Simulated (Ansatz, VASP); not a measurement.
## Al: VASP beside Ansatz

File INCAR:

```
SYSTEM = Al
  PREC = Accurate
  ENCUT = 520
  EDIFF = 1E-6
  ISMEAR = 0
  SIGMA = 0.15
  LREAL = .FALSE.
  LASPH = .TRUE.
  NELM = 80
  ALGO = Normal
  ISIF = 2
  LWAVE = .FALSE.
  LCHARG = .FALSE.
  GGA = PE
  IVDW = 12
  NBANDS = 14
```

Contents of KPOINTS:

```
Automatic mesh
0
G
  18 18 4
  0 0 0
```

POSCAR

```
Al
1.0
    2.8144222649      0.0000000000      0.0000000000
   -1.4072111325      2.4373611784      0.0000000000
    0.0000000000      0.0000000000      9.6403000000
Al
4
Direct
    0.0000000000      0.0000000000      0.0000000000
    0.3333333333      0.6666666667      0.2500000000
    0.0000000000      0.0000000000      0.5000000000
    0.6666666667      0.3333333333      0.7500000000
```

Input for Ansatz:

```yaml
crystal:
  lattice:
    - [2.8144222649, 0.0, 0.0]
    - [-1.4072111325, 2.4373611784, 0.0]
    - [0.0, 0.0, 9.6403]
  atoms:
    - { symbol: Al, position: [0.0, 0.0, 0.0] }
    - { symbol: Al, position: [0.3333333333, 0.6666666667, 0.25] }
    - { symbol: Al, position: [0.0, 0.0, 0.5] }
    - { symbol: Al, position: [0.6666666667, 0.3333333333, 0.75] }
basis:
  ecutwfc: 420
kpoints:
  mp_grid: { grid: [18, 18, 4] }
hamiltonian:
  xc: pbe
  pseudopotentials: { kind: paw, azcp: { folder: soft_1 } }
  dispersion: d3bj
scf:
  occupations: { method: gaussian, width: 0.15 }
output:
  forces: true
  stress: true
  eigenvalues: true
```

Alike in both runs: task single point; functional PBE; dispersion D3(BJ); k mesh 18 × 18 × 4; occupations gaussian, width 0.15 eV; no spin polarisation.

|  | VASP | Ansatz |
| --- | --- | --- |
| version | VASP 6.6.1 | Ansatz 0.2.0 |
| potentials or method | VASP PAW PBE potentials, release 64 (Al), cutoff 520 eV | scalar-relativistic, plane waves, PAW |
| valence electrons in the cell | 12 | 12 |

```csv
,VASP,Ansatz,Ansatz less VASP
gap on the k mesh at the Fermi level (eV),none,none,-
pressure (GPa),-3.0,-3.0,+0.01
"traceless stress, the component that is largest in VASP (GPa)",-1.77,-1.78,-0.007
```

A gap of «none» marks a metal or a gap that the smearing closes.
